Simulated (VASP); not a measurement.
# NaTi (Pmma) in VASP: single point with PBE

Aim: the single point of NaTi with PBE.

All numbers are computed with VASP 6.6.1; they aren't measurements. Logs are shortened: lines on timing, memory, paths and dates and some standing lists are left out, and cuts for length are marked.

### 1 The cell of the first run

The typed cell holds 4 atoms: a = 4.857 Å, b = 6.003 Å, c = 2.949 Å, α = 90.00°, β = 90.00°, γ = 90.00°.

### 2 Single point, PBE

File INCAR:

```
PREC = Accurate
ENCUT = 520
EDIFF = 1E-6
ISMEAR = 0
SIGMA = 0.1
LREAL = F
LASPH = T
NELM = 100
ALGO = Normal
ISIF = 2
LWAVE = F
LCHARG = F
GGA = PE
NBANDS = 27
```

File KPOINTS:

```
regular mesh
0
Gamma
  4 4 6
```

File POSCAR:

```
NaTi
1.0
    4.8565578884      0.0000000000      0.0000000000
    0.0000000000      6.0034481930      0.0000000000
    0.0000000000      0.0000000000      2.9487239671
Na Ti
2 2
Direct
    0.2500000000      0.0000000000      0.2500918823
    0.7500000000      0.0000000000      0.7499081177
    0.2500000000      0.5000000000      0.7501792538
    0.7500000000      0.5000000000      0.2498207462
```

Potentials or basis: VASP PAW PBE potentials, release 64 (Na_pv, Ti_sv).

Command:

```bash
> cat potpaw_PBE.64/Na_pv/POTCAR potpaw_PBE.64/Ti_sv/POTCAR > POTCAR
> mpirun -np 1 vasp_std > vasp.out
```

OUTCAR:

```text
PREC = Accurate
   ENCUT = 520
   EDIFF = 1E-6
   ISMEAR = 0
   LREAL = F
   LASPH = T
   NELM = 100
   ISIF = 2
   GGA = PE

 ion  position               nearest neighbor table
   1  0.250  0.000  0.250-
   2  0.750  0.000  0.750-
   3  0.250  0.500  0.750-   4 2.84   4 2.84   4 2.84   4 2.84
   4  0.750  0.500  0.250-   3 2.84   3 2.84   3 2.84   3 2.84

  LATTYP: Found a simple orthorhombic cell.
 ALAT       =     2.9487239671
 B/A-ratio  =     1.6470032267
 C/A-ratio  =     2.0359478405

  Lattice vectors:

 A1 = (   0.0000000000,   0.0000000000,   2.9487239671)
 A2 = (   4.8565578884,   0.0000000000,   0.0000000000)
 A3 = (   0.0000000000,   6.0034481930,   0.0000000000)

Analysis of symmetry for initial positions (statically):
=====================================================================
 Subroutine PRICEL returns:
 Original cell was already a primitive cell.

 Routine SETGRP: Setting up the symmetry group for a
 simple orthorhombic supercell.

 Subroutine GETGRP returns: Found  8 space group operations
 (whereof  4 operations were pure point group operations)
 out of a pool of  8 trial point group operations.

The static configuration has the point symmetry C_2h.
 The point group associated with its full space group is D_2h.

Analysis of symmetry for dynamics (positions and initial velocities):
=====================================================================
 Subroutine PRICEL returns:
 Original cell was already a primitive cell.

 Routine SETGRP: Setting up the symmetry group for a
 simple orthorhombic supercell.

 Subroutine GETGRP returns: Found  8 space group operations
 (whereof  4 operations were pure point group operations)
 out of a pool of  8 trial point group operations.

The dynamic configuration has the point symmetry C_2h.
 The point group associated with its full space group is D_2h.

 Subroutine INISYM returns: Found  8 space group operations
 (whereof  4 operations are pure point group operations),
 and found     1 'primitive' translations

----------------------------------------------------------------------------------------

                                     Primitive cell

  volume of cell :      85.9733

  direct lattice vectors                    reciprocal lattice vectors
     4.856557888  0.000000000  0.000000000     0.205907151  0.000000000  0.000000000
     0.000000000  6.003448193  0.000000000     0.000000000  0.166570939  0.000000000
     0.000000000  0.000000000  2.948723967     0.000000000  0.000000000  0.339129743

  length of vectors
     4.856557888  6.003448193  2.948723967     0.205907151  0.166570939  0.339129743

  position of ions in fractional coordinates (direct lattice)
     0.250000000  0.000000000  0.250091882
     0.750000000  0.000000000  0.749908118
     0.250000000  0.500000000  0.750179254
     0.750000000  0.500000000  0.249820746

  ion indices of the primitive-cell ions
   primitive index   ion index
                 1           1
                 2           2
                 3           3
                 4           4

----------------------------------------------------------------------------------------

 KPOINTS: regular mesh

Automatic generation of k-mesh.
 Grid dimensions read from file:
 generate k-points for:    4    4    6

 Generating k-lattice:

  Cartesian coordinates                     Fractional coordinates (reciprocal lattice)
     0.051476788  0.000000000  0.000000000     0.250000000  0.000000000  0.000000000
     0.000000000  0.041642735  0.000000000     0.000000000  0.250000000  0.000000000
     0.000000000  0.000000000  0.056521624     0.000000000  0.000000000  0.166666667

  Length of vectors
     0.051476788  0.041642735  0.056521624

  Shift w.r.t. Gamma in fractional coordinates (k-lattice)
     0.000000000  0.000000000  0.000000000

 Subroutine IBZKPT returns following result:
 ===========================================

 Found     36 irreducible k-points:

 Following reciprocal coordinates:
            Coordinates               Weight
  0.000000  0.000000  0.000000      1.000000
  0.250000  0.000000  0.000000      2.000000
  0.500000  0.000000  0.000000      1.000000
  0.000000  0.250000  0.000000      2.000000
  0.250000  0.250000  0.000000      4.000000
  0.500000  0.250000  0.000000      2.000000
[... 16 lines left out ...]
  0.250000  0.250000  0.333333      8.000000
  0.500000  0.250000  0.333333      4.000000
 [... further k-points ...]
   k-points           NKPTS =     36   k-points in BZ     NKDIM =     36   number of bands    NBANDS=     27
   number of dos      NEDOS =    301   number of ions     NIONS =      4
   total plane-waves  NPLWV =  41472
   dimension x,y,z NGX =    36 NGY =   48 NGZ =   24
   dimension x,y,z NGXF=    72 NGYF=   96 NGZF=   48
   ions per type =               2   2
   NGX,Y,Z   is equivalent  to a cutoff of  12.32, 13.29, 13.53 a.u.
   NGXF,Y,Z  is equivalent  to a cutoff of  24.65, 26.58, 27.06 a.u.
 SYSTEM =  unknown system
   PREC   = accura    normal or accurate (medium, high low for compatibility)
   ISTART =      0    job   : 0-new  1-cont  2-samecut
   ICHARG =      2    charge: 1-file 2-atom 10-const
   ISPIN  =      1    spin polarized calculation?
   LNONCOLLINEAR =      F non collinear calculations
   LSORBIT =      F    spin-orbit coupling
   LASPH  =      T    aspherical Exc in radial PAW
   ENCUT  =  520.0 eV  38.22 Ry    6.18 a.u.   9.03 11.16  5.48*2*pi/ulx,y,z
   NELM   =    100;   NELMIN=  2; NELMDL= -5     # of ELM steps
   EDIFF  = 0.1E-05   stopping-criterion for ELM
   LREAL  =      F    real-space projection
   EDIFFG = 0.1E-04   stopping-criterion for IOM
   NSW    =      0    number of steps for IOM
   IBRION =     -1    ionic relax: 0-MD 1-quasi-New 2-CG
   NFREE  =      0    steps in history (QN), initial steepest desc. (CG)
   ISIF   =      2    stress and relaxation
   ISYM   =      2    0-nonsym 1-usesym 2-fastsym
   POTIM  = 0.5000    time-step for ionic-motion
   TEBEG  =    0.0;   TEEND  =   0.0 temperature during run
   PSTRESS=    0.0 pullay stress
   NELECT =      38.0000    total number of electrons
   NUPDOWN=      -1.0000    fix difference up-down
   EMIN   =  10.00;   EMAX   =-10.00  energy-range for DOS
   EFERMI =   0.00;   METHOD = LEGACY
   ISMEAR =     0;   SIGMA  =   0.10  broadening in eV -4-tet -1-fermi 0-gaus
   EFERMI_NEDOS =   21; number of points for ismear=-14 and -15
   IALGO  =     38    algorithm
   IMIX   =      4    mixing-type and parameters
     AMIX     =   0.40;   BMIX     =  1.00
     AMIX_MAG =   1.60;   BMIX_MAG =  1.00
  volume/ion in A,a.u.               =      21.49       145.04
  Fermi-wavevector in a.u.,A,eV,Ry     =   1.247043  2.356570 21.158652  1.555117
  Thomas-Fermi vector in A             =   2.381193
   LORBIT       =      0    0 simple, 1 ext, 2 COOP (PROOUT), +10 PAW based schemes
   GGA     = PE    functional components
   LHFCALC =     F    Hartree Fock is set to
   AEXX    =    0.0000 exact exchange contribution
   IVDW    =     0    specifies the selected vdW correction
   LEPSILON=     F    determine dielectric tensor
   LRPA    =     F    only Hartree local field effects (RPA)
 non-spin polarized calculation
 Gauss-broadening in eV      SIGMA  =   0.10
  energy-cutoff  :      520.00
  volume of cell :       85.97
 maximum number of plane-waves:      2344
   NGX = 19   NGY = 23   NGZ = 11

 number of electron      37.9999989 magnetization

 Free energy of the ion-electron system (eV)
  ---------------------------------------------------
  ext. energy  EPLUGINS =         0.00000000
  ---------------------------------------------------
  free energy    TOTEN  =       -15.81707260 eV

  energy without entropy =      -15.78662258  energy(sigma->0) =      -15.80184759

 E-fermi :   4.0646     XC(G=0):  -9.2907

 val. band max:        4.0586358805   @ k =   0.2500   0.2500   0.1667
 cond. band min:       4.0858525988   @ k =   0.5000   0.2500   0.1667
 fundamental gap:      0.0272167183
 Fermi energy:         4.0645999858

 k-point     1 :       0.0000    0.0000    0.0000
  band No.  band energies     occupation
      1     -52.7914      2.00000
      2     -52.6875      2.00000
      3     -29.2457      2.00000
      4     -29.1084      2.00000
      5     -29.0148      2.00000
      6     -28.8773      2.00000
[... 19 lines left out ...]
     26       6.5854      0.00000
     27       6.7360      0.00000

 k-point     2 :       0.2500    0.0000    0.0000
  band No.  band energies     occupation
      1     -52.7763      2.00000
      2     -52.7028      2.00000
      3     -29.1610      2.00000
      4     -29.0947      2.00000
      5     -29.0286      2.00000
      6     -28.8544      2.00000
[... 19 lines left out ...]
     26       6.7865      0.00000
     27       6.8151      0.00000

 k-point     3 :       0.5000    0.0000    0.0000
  band No.  band energies     occupation
      1     -52.7397      2.00000
      2     -52.7397      2.00000
      3     -29.0617      2.00000
      4     -29.0617      2.00000
      5     -28.9533      2.00000
      6     -28.9533      2.00000
[... 19 lines left out ...]
     26       6.2574      0.00000
     27       7.2915      0.00000

 k-point     4 :       0.0000    0.2500    0.0000
  band No.  band energies     occupation
      1     -52.7914      2.00000
      2     -52.6875      2.00000
      3     -29.2457      2.00000
      4     -29.1082      2.00000
      5     -29.0148      2.00000
      6     -28.8773      2.00000
[... 19 lines left out ...]
     26       6.7353      0.00000
     27       7.4706      0.00000

 k-point     5 :       0.2500    0.2500    0.0000
  band No.  band energies     occupation
      1     -52.7763      2.00000
      2     -52.7028      2.00000
      3     -29.1610      2.00000
      4     -29.0946      2.00000
      5     -29.0285      2.00000
      6     -28.8544      2.00000
[... 19 lines left out ...]
     26       6.4878      0.00000
     27       6.8636      0.00000

 k-point     6 :       0.5000    0.2500    0.0000
  band No.  band energies     occupation
      1     -52.7397      2.00000
      2     -52.7397      2.00000
      3     -29.0617      2.00000
      4     -29.0617      2.00000
      5     -28.9533      2.00000
      6     -28.9533      2.00000
[... 444 lines left out ...]
      1     -52.7142      2.00000
      2     -52.7142      2.00000
      3     -29.1647      2.00000
      4     -29.1647      2.00000
      5     -29.0372      2.00000
      6     -29.0372      2.00000
[... 19 lines left out ...]
     26       7.3084      0.00000
     27       8.1169      0.00000

 k-point    22 :       0.0000    0.2500    0.3333
  band No.  band energies     occupation
      1     -52.7403      2.00000
      2     -52.6881      2.00000
      3     -29.0758      2.00000
      4     -29.0672      2.00000
      5     -29.0607      2.00000
      6     -29.0138      2.00000
[... 19 lines left out ...]
     26       6.8171      0.00000
     27       8.3602      0.00000

 k-point    23 :       0.2500    0.2500    0.3333
  band No.  band energies     occupation
      1     -52.7326      2.00000
      2     -52.6957      2.00000
      3     -29.1714      2.00000
      4     -29.0677      2.00000
      5     -29.0538      2.00000
      6     -29.0207      2.00000
[... 19 lines left out ...]
     26       6.8365      0.00000
     27       7.5270      0.00000

 k-point    24 :       0.5000    0.2500    0.3333
  band No.  band energies     occupation
      1     -52.7142      2.00000
      2     -52.7142      2.00000
      3     -29.1647      2.00000
      4     -29.1647      2.00000
      5     -29.0372      2.00000
      6     -29.0372      2.00000
[... 19 lines left out ...]
     26       6.6198      0.00000
     27       7.4583      0.00000

 [... further k-points ...]
[... 5 lines left out ...]
  --------------------------------------------------------------------------------------
  -------------------------------------------------------------------------------------
  Total        0.0066717     -0.0006860     -0.0320983      0.0000000      0.0000000     -0.0000000
  in kB        0.1243314     -0.0127839     -0.5981766      0.0000000      0.0000000     -0.0000000
  external PRESSURE =      -0.1622097 kB  Pullay stress =       0.0000000 kB

 VOLUME and BASIS-vectors are now :
 -----------------------------------------------------------------------------
  energy-cutoff  :      520.00
  volume of cell :       85.97
      direct lattice vectors                 reciprocal lattice vectors
     4.856557888  0.000000000  0.000000000     0.205907151  0.000000000  0.000000000
     0.000000000  6.003448193  0.000000000     0.000000000  0.166570939  0.000000000
     0.000000000  0.000000000  2.948723967     0.000000000  0.000000000  0.339129743

 POSITION                                       TOTAL-FORCE (eV/Angst)
 -----------------------------------------------------------------------------------
      1.21414      0.00000      0.73745         0.000000      0.000000     -0.000108
      3.64242      0.00000      2.21127        -0.000000      0.000000      0.000108
      1.21414      3.00172      2.21207         0.000000      0.000000     -0.001132
      3.64242      3.00172      0.73665         0.000000      0.000000      0.001132
 -----------------------------------------------------------------------------------
    total drift:                                0.000000      0.000000     -0.000000

  FREE ENERGIE OF THE ION-ELECTRON SYSTEM (eV)
  ---------------------------------------------------
  free  energy   TOTEN  =       -15.8170726035 eV

  energy  without entropy=      -15.7866225765  energy(sigma->0) =      -15.80184759
```

It took 54 s on 1 thread of Intel Xeon Platinum 8259CL at 2.50GHz (Skylake/Cascade Lake), shared host; peak memory 0.23 GiB.

What came out:

| Property | Result |
| --- | --- |
| Free energy | -15.8171 eV |
| Pressure | 0.0 GPa |
| Band gap on the k mesh | zero (band 19 reaches 5.15 eV, above the bottom of band 20 at 3.47 eV) |
